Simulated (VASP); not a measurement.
YbNCl, 6 atoms in the cell. Symmetry: Pmmn, No. 59, orthorhombic system. The conventional cell has a = 3.413 Å, b = 4.124 Å, c = 8.174 Å, α = 90.00°, β = 90.00°, γ = 90.00°. Cl (site symmetry mm2) has 2 Yb at 2.54 Å and 5 N at 3.11 to 3.52 Å and 2 Cl at 3.41 Å within 3.6 Å. N (site symmetry mm2) has 4 Yb at 2.10 Å and 4 N at 2.80 Å within 2.8 Å. Within 2.8 Å of Yb (site symmetry mm2) lie 4 N at 2.10 Å and 2 Cl at 2.54 Å. 

| Item | Value |
| --- | --- |
| Program | VASP 6.6.1 |
| Task | single point |
| Functional | r2SCAN |
| Potentials or basis | VASP PAW PBE potentials, release 64 (Cl, N, Yb) |
| Cutoff | 520 eV |
| k mesh | 5 × 6 × 3 |
| Occupations | methfessel-paxton, width 0.0918 eV |
| Spin | no spin polarisation |
| Dipole correction | no |
| Further INCAR settings | ALGO = Normal; EDIFF = 1e-07; NBANDS = 45 |

Potentials or basis: VASP PAW PBE potentials, release 64 (Cl, N, Yb).

Run with:

```sh
$ cat potpaw_PBE.64/Cl/POTCAR potpaw_PBE.64/N/POTCAR potpaw_PBE.64/Yb/POTCAR > POTCAR
$ cp INCAR.step1 INCAR
$ mpirun -np 1 vasp_std > vasp.out
$ cp INCAR.step2 INCAR
$ mpirun -np 1 vasp_std > vasp.out
```

Hardware: 1 thread of Intel(R) Xeon(R) Platinum 8488C (Sapphire Rapids), on a shared host.

**Question.** Estimate the wall time of this run.

**Answer.** It took 16 min on 1 thread of Intel(R) Xeon(R) Platinum 8488C (Sapphire Rapids), with other jobs on the host, peak memory 0.32 GiB. Counts: k points 24.
